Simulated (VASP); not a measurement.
Runs of VASP 6.6.1 on WF2. The structure is that of space group P4_2/mnm (No. 136), or close to it. The cells are those of the table. 

| level | U | cell | smearing | gap on the mesh (eV) | pressure (GPa) | moment (μB) | largest force (eV/Å) |
| --- | --- | --- | --- | --- | --- | --- | --- |
| PBE | - | a = 6.212, b = 6.212, c = 2.617 Å, 6 atoms | gaussian 0.1 eV | none | -13.2 | 2.43 | 0.53 |
| PBE+U | W d U = 1.0 eV | a = 5.879, b = 5.879, c = 2.477 Å, 6 atoms | gaussian 0.05 eV | none | 3.8 | 0.00 | 0.66 |
| PBE | - | a = 5.717, b = 5.717, c = 2.409 Å, 6 atoms | gaussian 0.1 eV | none | (b) | 0.00 | 0.76 |
| PBE | - | a = 5.590, b = 5.590, c = 2.356 Å, 6 atoms | gaussian 0.1 eV | none | 31.1 | 0.00 | 1.40 |
| PBE | - | a = 5.956, b = 5.956, c = 2.510 Å, 6 atoms | gaussian 0.1 eV | none | (a) | 0.00 | 0.17 |

Alike in all rows: task single point; potentials or basis VASP PAW PBE potentials, release 64 (W_sv, F); spin collinear; k mesh 6 × 6 × 14; cutoff (eV) 520.

**Question.** Estimate the missing entries.

**Answer.** (a) -2.5; (b) 15.1.

Caveats: spin-orbit coupling is left out, which moves the levels of the heavy elements; the cell stands under pressure (at least some runs); the cell stands under tension (at least some runs); forces of over 1 eV/Å act on the atoms, so gaps and moduli don't describe the material at rest (at least some runs).

A k mesh can miss the band edges, and the runs leave out spin-orbit coupling on W.

A gap of «none» marks levels without a gap at the run's occupations.
